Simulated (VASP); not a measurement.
## Ag3Os: relaxation of cell and atoms with PBE

The system is Ag3Os.

```
CELL_PARAMETERS angstrom
3.53384 0.00000 0.00000
0.00000 3.53384 0.00000
0.00000 0.00000 7.09127
ATOMIC_POSITIONS crystal
Ag 0.00000 0.00000 0.81355
Ag 0.00000 0.00000 0.18645
Ag 0.50000 0.50000 0.00000
Os 0.50000 0.50000 0.50000
```

The cell was built from a structure type or drawn by symmetry, and may not be a known phase.

- Program: VASP 6.6.1
- Task: relaxation of cell and atoms
- Functional: PBE
- Potentials or basis: VASP PAW PBE potentials, release 64 (Ag, Os)
- Cutoff: 600 eV
- k mesh: 6 × 6 × 3
- Occupations: gaussian, width 0.2 eV
- Spin: no spin polarisation
- Dipole correction: no
- Further INCAR settings: ALGO = Normal; EDIFF = 1e-06; IBRION = 2; EDIFFG = -0.08; NSW = 36; ISIF = 3

| Quantity | Value |
| --- | --- |
| Relaxed volume | 16.73 Å³/atom |
| Relaxed cell | a = 2.734 Å, b = 2.734 Å, c = 8.952 Å, α = 90.00°, β = 90.00°, γ = 90.00° |
| Space group after relaxing (to 0.1 Å) | P4/mmm (No. 123) |
| Energy gained by relaxing | 888.9 meV/atom |
| Ionic steps | 29 |
| Pressure after relaxing | -0.2 GPa |
| Largest force after relaxing | 0.017 eV/Å |
| Band gap on the k mesh | zero (an odd number of electrons rules out a gap without spin polarisation) |

Forces on the atoms (eV/Å):
```
Ag   0.000  0.000  0.017
Ag   0.000  0.000 -0.017
Ag   0.000  0.000  0.000
Os   0.000  0.000  0.000
```

Stress tensor (GPa, compression positive):
```
-0.07  0.00  0.00
 0.00 -0.07  0.00
 0.00  0.00 -0.58
```

The path:
```
step  energy change (eV)  largest force (eV/Å)  pressure (GPa)  volume (Å³)
   1              0.0000                2.2005          -13.02        88.56
   2             -1.5668                3.6523            4.59        67.42
   3             -1.5725                3.7861            7.87        65.88
   4             -2.4300                1.5433           12.87        61.86
   5             -2.4724                0.6377           17.78        60.45
   6             -2.7673                0.0569           -7.56        71.80
   7             -2.8678                0.1245           -1.02        67.42
   8             -2.9102                0.0059           -0.65        67.28
   9             -3.0440                0.4177            0.85        66.72
  10             -3.1857                1.3382            6.93        64.98
  11             -3.1665                1.5590            9.20        64.46
  12             -3.1726                1.5599            9.17        64.52
  13             -3.1887                1.5656            8.89        64.69
  14             -3.2117                1.5787            8.51        65.01
  15             -3.2355                1.6204            8.19        65.55
  16             -3.1218                1.5963           10.32        66.25
  17             -3.2286                1.6388            8.41        65.73
  18             -3.2668                1.5208            6.89        66.21
  19             -3.3491                1.1923            2.72        67.65
  20             -3.3859                0.6517           -4.03        70.59
  21             -3.3913                0.7754           -2.49        69.83
  22             -3.4071                0.7448           -2.39        69.64
  23             -3.4500                0.6509           -1.97        69.07
  24             -3.5149                0.4488           -0.93        67.93
  25             -3.5417                0.0229            2.62        65.69
  26             -3.5501                0.1509            1.21        66.46
  27             -3.5545                0.0374           -0.35        67.05
  28             -3.5545                0.0355           -0.39        67.06
  29             -3.5555                0.0169           -0.24        66.94
```

Final structure:
```xyz
4
Lattice="2.7345 0.0000 0.0000 0.0000 2.7345 0.0000 0.0000 0.0000 8.9522" Properties=species:S:1:pos:R:3 pbc="T T T"
Ag    0.0000    0.0000    6.6590
Ag    0.0000    2.7345    2.2932
Ag    1.3672    1.3672    0.0000
Os    1.3672    1.3672    4.4761
```

Levels at points of the mesh, in eV from the Fermi level:
| k point | band 19 | band 20 | band 21 | band 22 | band 23 | band 24 |
| --- | --- | --- | --- | --- | --- | --- |
| (0.00, 0.00, 0.00) | -2.95 | -2.40 | 0.27 | 0.52 | 0.52 | 1.63 |
| (0.50, 0.00, 0.00) | -0.49 | -0.26 | -0.21 | 0.19 | 0.80 | 2.43 |
| (0.50, 0.50, 0.00) | 0.20 | 2.71 | 2.71 | 3.40 | 6.51 | 6.51 |

Run time: 15 min on 1 thread of Intel(R) Xeon(R) Platinum 8259CL CPU @ 2.50GHz (Skylake/Cascade Lake), on a shared host, peak memory 0.25 GiB.

Caveat: the volume moved by over 15 % at a fixed basis, so the end points are rough; spin-orbit coupling is left out, which moves the levels of the heavy elements.
